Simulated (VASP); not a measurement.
ZnS: single point with PBEsol

Crystal: ZnS.

```
Zn S
1.0
     3.80545    0.00000    0.00000
    -1.90273    3.29562    0.00000
     0.00000    0.00000    6.24399
Zn S
2 2
Cartesian
  0.0000 2.1971 0.0021
  1.9027 1.0985 3.1241
  0.0000 2.1971 2.3394
  1.9027 1.0985 5.4614
```

* Program: VASP 6.6.1
* Task: single point
* Functional: PBEsol
* Potentials or basis: VASP PAW PBE potentials, release 64 (Zn, S)
* Cutoff: 520 eV
* k mesh: 6 × 6 × 4
* Occupations: gaussian, width 0.01 eV
* Spin: no spin polarisation

- Pressure: -1.2 GPa
- Band gap on the k mesh: 2.08 eV, direct

Levels at points of the mesh, in eV from the valence-band top:
| k point | band 14 | band 15 | band 16 | band 17 | band 18 | band 19 | band 20 | band 21 | band 22 | band 23 |
| --- | --- | --- | --- | --- | --- | --- | --- | --- | --- | --- |
| (0.00, 0.00, 0.00) | -0.91 | -0.91 | -0.08 | 0.00 | 0.00 | 2.08 | 2.99 | 6.22 | 6.22 | 6.48 |
| (0.50, 0.00, 0.00) | -4.18 | -3.34 | -2.28 | -1.74 | -0.90 | 3.53 | 4.16 | 4.98 | 6.82 | 7.32 |
| (0.00, 0.00, 0.50) | -2.93 | -0.48 | -0.48 | -0.48 | -0.48 | 3.45 | 3.45 | 6.68 | 6.68 | 6.68 |
| (0.50, 0.00, 0.50) | -4.94 | -1.67 | -1.67 | -1.65 | -1.65 | 3.41 | 3.41 | 5.11 | 5.11 | 8.74 |

It took 55 s on 1 thread of Intel Xeon 8259CL, on a shared host, peak memory 0.2 GiB.

Caveat: the PAW data sets were made with another functional, which shifts forces and pressure a little.
